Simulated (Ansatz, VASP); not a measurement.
## Cu3Pt: VASP beside Ansatz

```xyz
4
Lattice="3.7223 0.0000 0.0000 0.0000 3.7223 0.0000 0.0000 0.0000 3.7223" Properties=species:S:1:pos:R:3 pbc="T T T"
Cu    0.0000    1.8612    1.8612
Cu    1.8612    0.0000    1.8612
Cu    1.8612    1.8612    0.0000
Pt    0.0000    0.0000    0.0000
```

Change from the starting cell: volume scaled by 1.01, PAW files.

Alike in both runs: task electric field gradients; functional LDA; k mesh 9 × 9 × 9; occupations fermi-dirac, width 0.05 eV; no spin polarisation.

|  | VASP | Ansatz |
| --- | --- | --- |
| version | VASP 6.6.1 | Ansatz 0.2.0 |
| potentials or method | VASP PAW LDA potentials, release 64 (Cu, Pt) | PAW with Ansatz's default frozen-core files, scalar-relativistic |
| plane-wave cutoff (eV) | 520 | 420 |
| valence electrons in the cell | 43 | 75 |

Ansatz gave:

| Item | Value |
| --- | --- |
| pressure (GPa) | -13.6 |
| size of Vzz on the site where it differs most (V/Å²) | 24.9 |

Estimate VASP's values.

pressure (GPa): -12.8; size of Vzz on the site where it differs most (V/Å²): 27.7.

LDA's correlation is that of Perdew and Zunger in VASP and of Perdew and Wang (1992) in Ansatz. VASP's potentials hold 43 valence electrons a cell and Ansatz's 75, so a difference there can come from the potentials and not from the codes.

Spin-orbit coupling is off throughout.
